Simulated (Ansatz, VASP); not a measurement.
BN in VASP and in Ansatz

The input POSCAR:

```
BN
1.0
    2.5539396017      0.0000000000      0.0000000000
   -1.2769698009      2.2117765748      0.0000000000
    0.0000000000      0.0000000000      4.2268550000
B N
2 2
Direct
    0.6666666667      0.3333333333      0.9642366223
    0.3333333333      0.6666666667      0.4997240000
    0.6666666667      0.3333333333      0.6252760000
    0.3333333333      0.6666666667      0.1252760000
```

INCAR.step1

```
PREC = Accurate
ENCUT = 520
ISMEAR = 0
SIGMA = 0.05
LREAL = False
LASPH = True
NELM = 100
NBANDS = 16
GGA = PE
ALGO = Normal
EDIFF = 1E-4
LWAVE = True
LCHARG = False
```

File INCAR.step2:

```
PREC = Accurate
ENCUT = 520
EDIFF = 1E-6
ISMEAR = 0
SIGMA = 0.05
LREAL = False
LASPH = True
NELM = 100
ALGO = Normal
ISIF = 2
LWAVE = False
LCHARG = True
METAGGA = R2SCAN
LMIXTAU = True
LELF = True
LVHAR = True
NBANDS = 16
ISTART = 1
```

Contents of KPOINTS:

```
Automatic mesh
0
Gamma
  12 12 6
```

Input for Ansatz:

```yaml
crystal:
  lattice:
    - [2.5539396017, 0.0, 0.0]
    - [-1.2769698009, 2.2117765748, 0.0]
    - [0.0, 0.0, 4.226855]
  atoms:
    - { symbol: B, position: [0.6666666667, 0.3333333333, 0.9642366223] }
    - { symbol: B, position: [0.3333333333, 0.6666666667, 0.499724] }
    - { symbol: "N", position: [0.6666666667, 0.3333333333, 0.625276] }
    - { symbol: "N", position: [0.3333333333, 0.6666666667, 0.125276] }
basis:
  ecutwfc: 500
kpoints:
  mp_grid: { grid: [12, 12, 6] }
hamiltonian:
  xc: r2scan
scf:
  occupations: { method: gaussian, width: 0.05 }
output:
  forces: true
  stress: true
  eigenvalues: true
```

Alike in both runs: task single point; functional r2SCAN; k mesh 12 × 12 × 6; occupations gaussian, width 0.05 eV; no spin polarisation.

|  | VASP | Ansatz |
| --- | --- | --- |
| version | VASP 6.6.1 | Ansatz 0.2.0 |
| potentials or method | VASP PAW PBE potentials, release 64 (B, N), cutoff 520 eV | scalar-relativistic, plane waves, PAW |
| valence electrons in the cell | 16 | 16 |

Ansatz gave:

| Item | Value |
| --- | --- |
| gap on the k mesh at the Fermi level (eV) | 4.18 |
| least direct gap on the mesh (eV) | 7.92 |
| pressure (GPa) | -1.1 |
| traceless stress, the component that is largest in VASP (GPa) | 2.87 |
| rms of the force components (eV/Å) | 2.226 |

Task: Which values does VASP return?

Result: gap on the k mesh at the Fermi level (eV): 4.15; least direct gap on the mesh (eV): 7.91; pressure (GPa): -0.1; traceless stress, the component that is largest in VASP (GPa): 3.07; rms of the force components (eV/Å): 2.229.

VASP's potentials were made for PBE, not for r2SCAN. Atom by atom the forces differ by 0.007 eV/Å (rms over components). With one functional, cell and mesh, what is left measures potentials, basis and numerics.
